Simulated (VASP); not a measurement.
Crystal: Ga2SbP3.

```xyz
6
Lattice="4.1421 0.0000 0.0000 -2.0711 3.5872 0.0000 0.0000 0.0000 10.2782" Properties=species:S:1:pos:R:3 pbc="T T T"
Ga    0.0000    2.3915    8.5015
Ga    2.0711    1.1957    1.7767
Sb    0.0000    0.0000    5.1391
P     0.0000    2.3915    3.5778
P     2.0711    1.1957    6.7005
P     0.0000    0.0000    0.0000
```

```yaml
Program: VASP 6.6.1
Task: relaxation of cell and atoms
Functional: PBEsol
Potentials_or_basis: VASP PAW PBE potentials, release 64 (Ga_d, Sb, P)
Cutoff: 600 eV
k_mesh: 6 × 6 × 2
Occupations: fermi-dirac, width 0.03 eV
Spin: no spin polarisation
```

At the start: pressure -12.8 GPa; volume 25.45 Å³/atom.

Problem. How do energy, volume and symmetry change on relaxing?

Solution. Over 11 steps the energy falls by 469.3 meV/atom and the volume is 18.06 Å³/atom (-29.0 %); space group P-3m1 (No. 164, to 0.1 Å) before and after.

Step by step:
| step | energy change (eV) | largest force (eV/Å) | pressure (GPa) | volume (Å³) |
| --- | --- | --- | --- | --- |
| 1 | 0.0000 | 0.4766 | -12.80 | 152.72 |
| 2 | -2.2082 | 1.7775 | 0.44 | 112.03 |
| 3 | -2.2083 | 1.7691 | 0.35 | 112.16 |
| 4 | -2.5122 | 1.1974 | 1.06 | 109.42 |
| 5 | -2.7519 | 0.2593 | 3.98 | 104.27 |
| 6 | -2.7653 | 0.1960 | -3.43 | 112.58 |
| 7 | -2.8145 | 0.0856 | -0.17 | 108.58 |
| 8 | -2.8145 | 0.0899 | -0.06 | 108.50 |
| 9 | -2.8156 | 0.0354 | -0.04 | 108.44 |
| 10 | -2.8157 | 0.0130 | -0.01 | 108.41 |
| 11 | -2.8158 | 0.0067 | 0.03 | 108.38 |

Final structure:
```cif
data_structure
_symmetry_space_group_name_H-M 'P 1'
_symmetry_Int_Tables_number 1
_cell_length_a 3.7212
_cell_length_b 3.7212
_cell_length_c 9.0379
_cell_angle_alpha 90.000
_cell_angle_beta 90.000
_cell_angle_gamma 120.000
_cell_volume 108.38
loop_
_atom_site_label
_atom_site_type_symbol
_atom_site_fract_x
_atom_site_fract_y
_atom_site_fract_z
_atom_site_occupancy
Ga1 Ga 0.33333 0.66667 0.84534 1
Ga2 Ga 0.66667 0.33333 0.15466 1
Sb1 Sb 0.00000 0.00000 0.50000 1
P1 P 0.33333 0.66667 0.31700 1
P2 P 0.66667 0.33333 0.68300 1
P3 P 0.00000 0.00000 0.00000 1
```

Caveat: the volume moved by over 15 % at a fixed basis, so the end points are rough; the PAW data sets were made with another functional, which shifts forces and pressure a little.
